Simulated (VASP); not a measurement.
**Cd: relaxation of cell and atoms with LDA**

Cd:

```xyz
1
Lattice="-1.7550 1.7550 1.7550 1.7550 -1.7550 1.7550 1.7550 1.7550 -1.7550" Properties=species:S:1:pos:R:3 pbc="T T T"
Cd    0.0000    0.0000    0.0000
```

This isn't the form of Cd at room conditions, which is hcp.

* Program: VASP 6.6.1
* Task: relaxation of cell and atoms
* Functional: LDA
* Potentials or basis: VASP PAW LDA potentials, release 64 (Cd)
* Cutoff: 500 eV
* k mesh: 19 × 19 × 19
* Occupations: gaussian, width 0.05 eV
* Spin: no spin polarisation
* Target pressure: 20 GPa
* Dipole correction: no
* Further INCAR settings: ALGO = Normal; EDIFF = 1e-07; IBRION = 2; EDIFFG = -0.02; NSW = 60; ISIF = 3

```yaml
Relaxed_volume: 17.01 Å³/atom
Relaxed_cell: a = 2.806 Å, b = 2.806 Å, c = 2.806 Å, α = 109.47°, β = 109.47°, γ = 109.47°
Space_group_after_relaxing_to_0.1_Å: Im-3m (No. 229)
Energy_change_on_relaxing_the_run_minimises_the_enthalpy: +166.4 meV/atom
Ionic_steps: 5
Pressure_after_relaxing: 20.1 GPa
Band_gap_on_the_k_mesh: zero (bands 6 and 7 overlap by 3.62 eV)
```

Step by step:
| step | energy change (eV) | largest force (eV/Å) | pressure (GPa) | volume (Å³) |
| --- | --- | --- | --- | --- |
| 1 | 0.0000 | 0.0000 | -3.02 | 21.62 |
| 2 | 1.3116 | 0.0000 | 94.56 | 13.28 |
| 3 | 0.1388 | 0.0000 | 17.94 | 17.24 |
| 4 | 0.1561 | 0.0000 | 19.31 | 17.09 |
| 5 | 0.1664 | 0.0000 | 20.12 | 17.01 |

Final structure:
```
Cd
1.0
    -1.61997    1.61997    1.61997
     1.61997   -1.61997    1.61997
     1.61997    1.61997   -1.61997
Cd
1
Direct
  0.00000 0.00000 0.00000
```

Levels at points of the mesh, in eV from the Fermi level:
| k point | band 4 | band 5 | band 6 | band 7 | band 8 | band 9 |
| --- | --- | --- | --- | --- | --- | --- |
| (0.00, 0.00, 0.00) | -10.51 | -9.43 | -9.43 | 16.35 | 16.35 | 16.35 |

Run time: 47 s on 1 thread of Intel(R) Xeon(R) 6975P-C (Granite Rapids), on a shared host, peak memory 0.17 GiB.

Caveat: the cell is relaxed towards a set pressure, so the run minimises the enthalpy, not the energy; the volume moved by over 15 % at a fixed basis, so the end points are rough.
